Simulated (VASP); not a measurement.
# HgH (P6/mmm) in VASP: further runs

Runs on HgH. Level: PBE. Tasks: single point, relaxation of cell and atoms.

Everything below comes from runs of VASP 6.6.1. Logs are shortened: lines on timing, memory, paths and dates and some standing lists are left out, and cuts for length are marked.

### Step 1. The cell of the first run

Symmetry: P6/mmm, No. 191, hexagonal system. The conventional cell has a = 6.242 Å, b = 6.242 Å, c = 3.067 Å, α = 90.00°, β = 90.00°, γ = 120.00°. Hg (site symmetry mmm) has 4 H at 2.37 Å and 2 Hg at 3.07 Å within 3.1 Å. Within 4.0 Å of H (site symmetry 6/mmm) lie 14 H at 3.07 to 3.92 Å and 6 Hg at 3.12 Å. Within 3.1 Å of H (site symmetry -6m2) lie 6 Hg at 2.37 Å and 2 H at 3.07 Å.

### Step 2. Single point, PBE

The input, INCAR:

```
SYSTEM = HgH
ALGO = Normal
EDIFF = 1E-6
ENCUT = 520
GGA = PE
ISIF = 2
ISMEAR = 0
LASPH = .True.
LCHARG = .False.
LREAL = .False.
LWAVE = .False.
NBANDS = 28
NELM = 60
PREC = Accurate
SIGMA = 0.1
```

The input, KPOINTS:

```
k-points
0
Gamma
  6 6 4
  0 0 0
```

The input, POSCAR:

```
HgH
1.0
    6.2418781705      0.0000000000      0.0000000000
   -3.1209390852      5.4056250629      0.0000000000
    0.0000000000      0.0000000000      3.0669296550
Hg H
3 3
Direct
    0.5000000000      0.0000000000      0.0000000000
    0.5000000000      0.5000000000      0.0000000000
    0.0000000000      0.5000000000      0.0000000000
    0.0000000000      0.0000000000      0.0000000000
    0.3333333333      0.6666666667      0.5000000000
    0.6666666667      0.3333333333      0.5000000000
```

Potentials or basis: VASP PAW PBE potentials, release 64 (Hg, H).

Command:

```bash
$ cat potpaw_PBE.64/Hg/POTCAR potpaw_PBE.64/H/POTCAR > POTCAR
$ mpirun -np 1 vasp_std > vasp.out
```

OUTCAR:

```text
SYSTEM = HgH
   EDIFF = 1E-6
   ENCUT = 520
   GGA = PE
   ISIF = 2
   ISMEAR = 0
   LASPH = .True.
   LREAL = .False.
   NELM = 60
   PREC = Accurate

 ion  position               nearest neighbor table
   1  0.500  0.000  0.000-   5 2.37   6 2.37   5 2.37   6 2.37   2 3.12   2 3.12   3 3.12   3 3.12

   2  0.500  0.500  0.000-   5 2.37   6 2.37   5 2.37   6 2.37   1 3.12   1 3.12   3 3.12   3 3.12

   3  0.000  0.500  0.000-   5 2.37   6 2.37   5 2.37   6 2.37   1 3.12   1 3.12   2 3.12   2 3.12

   4  0.000  0.000  0.000-
   5  0.333  0.667  0.500-   1 2.37   1 2.37   3 2.37   3 2.37   2 2.37   2 2.37
   6  0.667  0.333  0.500-   1 2.37   1 2.37   3 2.37   3 2.37   2 2.37   2 2.37

  LATTYP: Found a hexagonal cell.
 ALAT       =     6.2418781705
 C/A-ratio  =     0.4913472470

  Lattice vectors:

 A1 = (   6.2418781705,   0.0000000000,   0.0000000000)
 A2 = (  -3.1209390852,   5.4056250629,   0.0000000000)
 A3 = (   0.0000000000,   0.0000000000,   3.0669296550)

Analysis of symmetry for initial positions (statically):
=====================================================================
 Subroutine PRICEL returns:
 Original cell was already a primitive cell.

 Routine SETGRP: Setting up the symmetry group for a
 hexagonal supercell.

 Subroutine GETGRP returns: Found 24 space group operations
 (whereof 24 operations were pure point group operations)
 out of a pool of 24 trial point group operations.

The static configuration has the point symmetry D_6h.

Analysis of symmetry for dynamics (positions and initial velocities):
=====================================================================
 Subroutine PRICEL returns:
 Original cell was already a primitive cell.

 Routine SETGRP: Setting up the symmetry group for a
 hexagonal supercell.

 Subroutine GETGRP returns: Found 24 space group operations
 (whereof 24 operations were pure point group operations)
 out of a pool of 24 trial point group operations.

The dynamic configuration has the point symmetry D_6h.

 Subroutine INISYM returns: Found 24 space group operations
 (whereof 24 operations are pure point group operations),
 and found     1 'primitive' translations

----------------------------------------------------------------------------------------

                                     Primitive cell

  volume of cell :     103.4820

  direct lattice vectors                    reciprocal lattice vectors
     6.241878170  0.000000000  0.000000000     0.160208189  0.092496241  0.000000000
    -3.120939085  5.405625063  0.000000000     0.000000000  0.184992483  0.000000000
     0.000000000  0.000000000  3.066929655     0.000000000  0.000000000  0.326058995

  length of vectors
     6.241878170  6.241878170  3.066929655     0.184992483  0.184992483  0.326058995

  position of ions in fractional coordinates (direct lattice)
     0.500000000  0.000000000  0.000000000
     0.500000000  0.500000000  0.000000000
     0.000000000  0.500000000  0.000000000
     0.000000000  0.000000000  0.000000000
     0.333333333  0.666666667  0.500000000
     0.666666667  0.333333333  0.500000000

  ion indices of the primitive-cell ions
   primitive index   ion index
                 1           1
                 2           2
                 3           3
                 4           4
                 5           5
                 6           6

----------------------------------------------------------------------------------------

 KPOINTS: k-points

Automatic generation of k-mesh.
 Grid dimensions read from file:
 generate k-points for:    6    6    4

 Generating k-lattice:

  Cartesian coordinates                     Fractional coordinates (reciprocal lattice)
     0.026701365  0.015416040  0.000000000     0.166666667  0.000000000  0.000000000
     0.000000000  0.030832080  0.000000000     0.000000000  0.166666667  0.000000000
     0.000000000  0.000000000  0.081514749     0.000000000  0.000000000  0.250000000

  Length of vectors
     0.030832080  0.030832080  0.081514749

  Shift w.r.t. Gamma in fractional coordinates (k-lattice)
     0.000000000  0.000000000  0.000000000

 Subroutine IBZKPT returns following result:
 ===========================================

 Found     21 irreducible k-points:

 Following reciprocal coordinates:
            Coordinates               Weight
  0.000000  0.000000  0.000000      1.000000
  0.166667  0.000000  0.000000      6.000000
  0.333333  0.000000  0.000000      6.000000
  0.500000  0.000000  0.000000      3.000000
  0.166667  0.166667  0.000000      6.000000
  0.333333  0.166667  0.000000     12.000000
[... 13 lines left out ...]
  0.333333  0.166667  0.500000     12.000000
  0.333333  0.333333  0.500000      2.000000
   k-points           NKPTS =     21   k-points in BZ     NKDIM =     21   number of bands    NBANDS=     28
   number of dos      NEDOS =    301   number of ions     NIONS =      6
   total plane-waves  NPLWV =  55296
   dimension x,y,z NGX =    48 NGY =   48 NGZ =   24
   dimension x,y,z NGXF=    96 NGYF=   96 NGZF=   48
   ions per type =               3   3
   NGX,Y,Z   is equivalent  to a cutoff of  12.78, 12.78, 13.01 a.u.
   NGXF,Y,Z  is equivalent  to a cutoff of  25.57, 25.57, 26.02 a.u.
 SYSTEM =  HgH
   PREC   = accura    normal or accurate (medium, high low for compatibility)
   ISTART =      0    job   : 0-new  1-cont  2-samecut
   ICHARG =      2    charge: 1-file 2-atom 10-const
   ISPIN  =      1    spin polarized calculation?
   LNONCOLLINEAR =      F non collinear calculations
   LSORBIT =      F    spin-orbit coupling
   LASPH  =      T    aspherical Exc in radial PAW
   ENCUT  =  520.0 eV  38.22 Ry    6.18 a.u.  11.61 11.61  5.70*2*pi/ulx,y,z
   NELM   =     60;   NELMIN=  2; NELMDL= -5     # of ELM steps
   EDIFF  = 0.1E-05   stopping-criterion for ELM
   LREAL  =      F    real-space projection
   EDIFFG = 0.1E-04   stopping-criterion for IOM
   NSW    =      0    number of steps for IOM
   IBRION =     -1    ionic relax: 0-MD 1-quasi-New 2-CG
   NFREE  =      0    steps in history (QN), initial steepest desc. (CG)
   ISIF   =      2    stress and relaxation
   ISYM   =      2    0-nonsym 1-usesym 2-fastsym
   POTIM  = 0.5000    time-step for ionic-motion
   TEBEG  =    0.0;   TEEND  =   0.0 temperature during run
   PSTRESS=    0.0 pullay stress
   NELECT =      39.0000    total number of electrons
   NUPDOWN=      -1.0000    fix difference up-down
   EMIN   =  10.00;   EMAX   =-10.00  energy-range for DOS
   EFERMI =   0.00;   METHOD = LEGACY
   ISMEAR =     0;   SIGMA  =   0.10  broadening in eV -4-tet -1-fermi 0-gaus
   EFERMI_NEDOS =   21; number of points for ismear=-14 and -15
   IALGO  =     38    algorithm
   IMIX   =      4    mixing-type and parameters
     AMIX     =   0.40;   BMIX     =  1.00
     AMIX_MAG =   1.60;   BMIX_MAG =  1.00
  volume/ion in A,a.u.               =      17.25       116.39
  Fermi-wavevector in a.u.,A,eV,Ry     =   1.182519  2.234636 19.025714  1.398351
  Thomas-Fermi vector in A             =   2.318771
   LORBIT       =      0    0 simple, 1 ext, 2 COOP (PROOUT), +10 PAW based schemes
   GGA     = PE    functional components
   LHFCALC =     F    Hartree Fock is set to
   AEXX    =    0.0000 exact exchange contribution
   IVDW    =     0    specifies the selected vdW correction
   LEPSILON=     F    determine dielectric tensor
   LRPA    =     F    only Hartree local field effects (RPA)
 non-spin polarized calculation
 Gauss-broadening in eV      SIGMA  =   0.10
  energy-cutoff  :      520.00
  volume of cell :      103.48
 maximum number of plane-waves:      2820
 NGX is ok and might be reduce to    48
   NGX = 23   NGY = 23   NGZ = 11

 number of electron      38.9999998 magnetization

 Free energy of the ion-electron system (eV)
  ---------------------------------------------------
  ext. energy  EPLUGINS =         0.00000000
  ---------------------------------------------------
  free energy    TOTEN  =        -5.70648856 eV

  energy without entropy =       -5.70137238  energy(sigma->0) =       -5.70393047

 E-fermi :   0.6305     XC(G=0):  -9.4306

 val. band max:        0.6164001576   @ k =   0.3333   0.3333   0.2500
 cond. band min:       0.7292796619   @ k =   0.5000   0.0000   0.5000
 fundamental gap:      0.1128795042
 Fermi energy:         0.6304644709

 k-point     1 :       0.0000    0.0000    0.0000
  band No.  band energies     occupation
      1      -8.8919      2.00000
      2      -7.0359      2.00000
      3      -6.7170      2.00000
      4      -6.7170      2.00000
      5      -6.5873      2.00000
      6      -6.5873      2.00000
[... 20 lines left out ...]
     27       9.9131      0.00000
     28      10.3647      0.00000

 k-point     2 :       0.1667    0.0000    0.0000
  band No.  band energies     occupation
      1      -8.7688      2.00000
      2      -7.0042      2.00000
      3      -6.7805      2.00000
      4      -6.7158      2.00000
      5      -6.5940      2.00000
      6      -6.4891      2.00000
[... 20 lines left out ...]
     27      10.1165      0.00000
     28      10.1844      0.00000

 k-point     3 :       0.3333    0.0000    0.0000
  band No.  band energies     occupation
      1      -8.4402      2.00000
      2      -7.0387      2.00000
      3      -6.9252      2.00000
      4      -6.7155      2.00000
      5      -6.5738      2.00000
      6      -6.2113      2.00000
[... 20 lines left out ...]
     27      10.5143      0.00000
     28      10.6718      0.00000

 k-point     4 :       0.5000    0.0000    0.0000
  band No.  band energies     occupation
      1      -8.1693      2.00000
      2      -7.3030      2.00000
      3      -6.8753      2.00000
      4      -6.7156      2.00000
      5      -6.5292      2.00000
      6      -6.3538      2.00000
[... 485 lines left out ...]
     27       6.7183      0.00000
     28       8.6958      0.00000

 k-point    20 :       0.3333    0.1667    0.5000
  band No.  band energies     occupation
      1      -7.5086      2.00000
      2      -6.9567      2.00000
      3      -6.5882      2.00000
      4      -6.2335      2.00000
      5      -6.2240      2.00000
      6      -6.1290      2.00000
[... 20 lines left out ...]
     27       7.9946      0.00000
     28       8.7315      0.00000

 k-point    21 :       0.3333    0.3333    0.5000
  band No.  band energies     occupation
      1      -7.2559      2.00000
      2      -7.2559      2.00000
      3      -6.2457      2.00000
      4      -6.2451      2.00000
      5      -6.2451      2.00000
      6      -6.1775      2.00000
[... 20 lines left out ...]
     27       7.6266      0.00000
     28       8.7265      0.00000

------------------------ aborting loop because EDIFF is reached ----------------------------------------

  FORCE on cell =-STRESS in cart. coord.  units (eV):
  Direction    XX          YY          ZZ          XY          YZ          ZX
  --------------------------------------------------------------------------------------
  -------------------------------------------------------------------------------------
  Total        0.3234767      0.3234767      0.2834136      0.0000000      0.0000000      0.0000000
  in kB        5.0082800      5.0082800      4.3879961      0.0000000      0.0000000      0.0000000
  external PRESSURE =       4.8015187 kB  Pullay stress =       0.0000000 kB

 VOLUME and BASIS-vectors are now :
 -----------------------------------------------------------------------------
  energy-cutoff  :      520.00
  volume of cell :      103.48
      direct lattice vectors                 reciprocal lattice vectors
     6.241878170  0.000000000  0.000000000     0.160208189  0.092496241  0.000000000
    -3.120939085  5.405625063  0.000000000     0.000000000  0.184992483  0.000000000
     0.000000000  0.000000000  3.066929655     0.000000000  0.000000000  0.326058995

 POSITION                                       TOTAL-FORCE (eV/Angst)
 -----------------------------------------------------------------------------------
      3.12094      0.00000      0.00000         0.000000      0.000000      0.000000
      1.56047      2.70281      0.00000         0.000000      0.000000      0.000000
     -1.56047      2.70281      0.00000         0.000000      0.000000      0.000000
      0.00000      0.00000      0.00000         0.000000      0.000000      0.000000
     -0.00000      3.60375      1.53346        -0.000000      0.000000      0.000000
      3.12094      1.80188      1.53346         0.000000     -0.000000      0.000000
 -----------------------------------------------------------------------------------
    total drift:                               -0.000000      0.000000      0.000000

  FREE ENERGIE OF THE ION-ELECTRON SYSTEM (eV)
  ---------------------------------------------------
  free  energy   TOTEN  =        -5.7064885554 eV

  energy  without entropy=       -5.7013723804  energy(sigma->0) =       -5.70393047
```

Wall time 81 s (1 thread of AMD EPYC 7R43 (Zen 3), shared host); peak memory 0.2 GiB.

Results:

```
Free energy : -5.7065 eV
Pressure    : 0.5 GPa
```

Levels at points of the mesh, in eV from the Fermi level:
```tsv
k point	band 18	band 19	band 20	band 21	band 22	band 23
(0.00, 0.00, 0.00)	-1.82	-1.82	-0.76	0.62	0.62	3.88
(0.50, 0.00, 0.00)	-2.56	-2.46	0.34	1.58	4.21	4.26
(0.00, 0.00, 0.50)	0.34	0.82	1.08	1.71	1.71	2.35
(0.50, 0.00, 0.50)	-1.90	-1.75	0.10	0.93	2.32	3.86
```

Caveat: the k points lie up to 0.51 Å⁻¹ apart; spin-orbit coupling is left out, which moves the levels of the heavy elements.

[end of part 1 of 2]
